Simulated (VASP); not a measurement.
Here is a VASP 6.6.1 calculation.

The input INCAR:

```
SYSTEM = GaOs12
ALGO = Normal ; EDIFF = 1E-6
ENCUT = 520 ; GGA = PE
ISIF = 2 ; ISMEAR = 0
LASPH = .True. ; LCHARG = .False.
LREAL = .False. ; LWAVE = .False.
NBANDS = 66 ; NELM = 80
PREC = Accurate ; SIGMA = 0.05
```

The input KPOINTS:

```
k-points
0
Gamma
  4 4 1
  0 0 0
```

POSCAR

```
GaOs12
1.0
    5.4800000000      0.0000000000      0.0000000000
    2.7400000000      4.7458190000      0.0000000000
    0.0000000000      0.0000000000     15.3264600000
Os Ga
12 1
Direct
    0.0000000000      0.0000000000      0.0652466388
    0.5000000000      0.0000000000      0.0652466388
   -0.0000000527      0.5000001054      0.0652466388
    0.4999999473      0.5000001054      0.0652466388
   -0.1668063639      0.3335999540      0.2016745550
    0.3327835083      0.3344158300      0.2017555261
   -0.1670685667      0.8349119509      0.2019354763
    0.3321558637      0.8348959368      0.2019389996
   -0.0002063441      0.0005864109      0.3386256187
    0.5036771282     -0.0075163001      0.3402690510
   -0.0142461540      0.5078255197      0.3403485867
    0.5063808000      0.5077800059      0.3403466293
    0.3035854850      0.3925845044      0.4755901885
```

Potentials or basis: VASP PAW PBE potentials, release 64 (Os, Ga_d).

Run with:

```sh
$ cat potpaw_PBE.64/Os/POTCAR potpaw_PBE.64/Ga_d/POTCAR > POTCAR
$ mpirun -np 1 vasp_std > vasp.out
```

(1) Predict the largest force.

(2) Predict the band gap on the k mesh.

Answers

(1) 0.319 eV/Å.

(2) zero (an odd number of electrons rules out a gap without spin polarisation).

Caveat: there is no dipole correction, which matters where the two faces differ; spin-orbit coupling is left out, which moves the levels of the heavy elements.
